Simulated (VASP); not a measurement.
The system is BaF2.

```
Ba F
1.0
     0.00000    3.10005    3.10005
     3.10005    0.00000    3.10005
     3.10005    3.10005    0.00000
Ba F
1 2
Direct
  0.00000 0.00000 0.00000
  0.25000 0.25000 0.25000
  0.75000 0.75000 0.75000
```

```yaml
Program: VASP 6.6.1
Task: relaxation of cell and atoms
Functional: PBE
Potentials_or_basis: VASP PAW PBE potentials, release 64 (Ba_sv, F)
Cutoff: 600 eV
k_mesh: 6 × 6 × 6
Occupations: fermi-dirac, width 0.02 eV
Spin: no spin polarisation
```

At the start: pressure 2.3 GPa; volume 19.86 Å³/atom.

Task: Where does the relaxation end?

Result: Over 3 steps the energy falls by 5.4 meV/atom and the volume is 20.65 Å³/atom (+4.0 %); space group Fm-3m (No. 225, to 0.1 Å) before and after.

The path:
```tsv
step	energy change (eV)	largest force (eV/Å)	pressure (GPa)	volume (Å³)
1	0.0000	0.0000	2.28	59.58
2	-0.0162	0.0000	-0.08	62.06
3	-0.0162	0.0000	0.00	61.95
```

Final structure:
```yaml
crystal:
  lattice:
    - [0.00000, 3.14061, 3.14061]
    - [3.14061, 0.00000, 3.14061]
    - [3.14061, 3.14061, 0.00000]
  atoms:
    - { symbol: Ba, position: [0.00000, 0.00000, 0.00000] }
    - { symbol: F, position: [0.25000, 0.25000, 0.25000] }
    - { symbol: F, position: [0.75000, 0.75000, 0.75000] }
```
